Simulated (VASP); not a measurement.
A run of VASP 6.6.1:

Contents of INCAR:

```
SYSTEM = GeSb4Te7
  ALGO = Normal
  EDIFF = 1E-8
  ENCUT = 520
  GGA = PE
  ISIF = 2
  ISMEAR = 0
  LASPH = .True.
  LCHARG = .False.
  LEFG = .True.
  LREAL = .False.
  LWAVE = .False.
  NBANDS = 50
  NELM = 100
  PREC = Accurate
  SIGMA = 0.01
```

Contents of KPOINTS:

```
k-points
0
Gamma
  12 12 2
  0 0 0
```

File POSCAR:

```
GeSb4Te7
1.0
    4.3204724086      0.0000000000      0.0000000000
   -2.1602362043      3.7416388622      0.0000000000
    0.0000000000      0.0000000000     24.5698685465
Ge Sb Te
1 4 7
Direct
    0.0000000000      0.0000000000      0.5000000000
    0.6666666667      0.3333333333      0.9187057005
    0.3333333333      0.6666666667      0.3488040590
    0.3333333333      0.6666666667      0.0812942995
    0.6666666667      0.3333333333      0.6511959410
    0.3333333333      0.6666666667      0.8491875969
    0.6666666667      0.3333333333      0.1508124031
    0.0000000000      0.0000000000      0.7204476362
    0.6666666667      0.3333333333      0.4310272834
    0.3333333333      0.6666666667      0.5689727166
    0.0000000000      0.0000000000      0.0000000000
    0.0000000000      0.0000000000      0.2795523638
```

Potentials or basis: VASP PAW PBE potentials, release 64 (Ge_d, Sb, Te).

Run with:

```console
$ cat potpaw_PBE.64/Ge_d/POTCAR potpaw_PBE.64/Sb/POTCAR potpaw_PBE.64/Te/POTCAR > POTCAR
$ mpirun -np 1 vasp_std > vasp.out
```

Hardware: 1 thread of Oxide Virtual Turin-like Processor, with other jobs on the host.

Problem. Estimate the wall time of this run.

Solution. Run time: 24 min on 1 thread of Oxide Virtual Turin-like Processor (shared host), peak memory 0.87 GiB. Counts: scf iterations 20, k points 38.
